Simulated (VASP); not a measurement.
A run of VASP 6.6.1 is set up as follows.

Contents of INCAR:

```
SYSTEM = FeO
  PREC = Accurate
  ENCUT = 700
  EDIFF = 1E-6
  ISMEAR = -1
  SIGMA = 0.05
  LREAL = .FALSE.
  LASPH = .TRUE.
  NELM = 200
  ALGO = Normal
  ISIF = 2
  LWAVE = .FALSE.
  LCHARG = .FALSE.
  ISPIN = 2
  MAGMOM = 4.5 0
  LORBIT = 11
  NUPDOWN = 4.5
  LMAXMIX = 4
  GGA = PS
  NBANDS = 22
  GGA_COMPAT = .FALSE.
```

The input KPOINTS:

```
Automatic mesh
0
G
  10 10 10
  0 0 0
```

Contents of POSCAR:

```
FeO
1.0
   -1.6021034130      1.6021034130      2.0833922500
    1.6021034130     -1.6021034130      2.0833922500
    1.6021034130      1.6021034130     -2.0833922500
Fe O
1 1
Direct
    0.0000000000      0.0000000000      0.0000000000
    0.5000000000      0.5000000000      0.0000000000
```

Potentials or basis: VASP PAW PBE potentials, release 64 (Fe_sv, O).

Run with:

```sh
$ cat potpaw_PBE.64/Fe_sv/POTCAR potpaw_PBE.64/O/POTCAR > POTCAR
$ mpirun -np 1 vasp_std > vasp.out
```

(1) What does it give for the pressure?

Results:

(1) -7.3 GPa.

Caveat: the stress differs along the axes, from -9 to -3 GPa; the PAW data sets were made with another functional, which shifts forces and pressure a little; the total moment is fixed, so each spin has its own Fermi level and the state may be an excited one; a cell with one magnetic atom can't hold antiferromagnetic order, which such compounds often take.
